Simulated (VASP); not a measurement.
Runs of VASP 6.6.1 on Cr. The structure is that of space group Im-3m (No. 229), or close to it. The cells are those of the table. 

```csv
task,cell,k mesh,cutoff (eV),gap on the mesh (eV),pressure (GPa),relaxed volume (Å³/atom)
single point,"a = 2.415 Å, angles 109.5°, 1 atom",20 × 20 × 20,520,none,(a),-
relaxation of cell and atoms,"relaxed from a = 2.416 Å, angles 109.5°, 1 atom",20 × 20 × 20,600,none,0.0,10.84
relaxation of cell and atoms,"relaxed from a = 2.498 Å, angles 109.5°, 1 atom",10 × 10 × 10,600,none,-0.3,10.87
single point,"a = 2.416 Å, angles 109.5°, 1 atom",10 × 10 × 10,520,none,0.0,-
```

Alike in all rows: level LDA; potentials or basis VASP PAW LDA potentials, release 64 (Cr_pv); no spin polarisation; smearing gaussian 0.1 eV.

Task: Fill in the values left out.

Result: (a) 0.1.

Caveats: the run has no spin polarisation, though such a crystal can be magnetic.

A gap of «none» marks levels without a gap at the run's occupations.
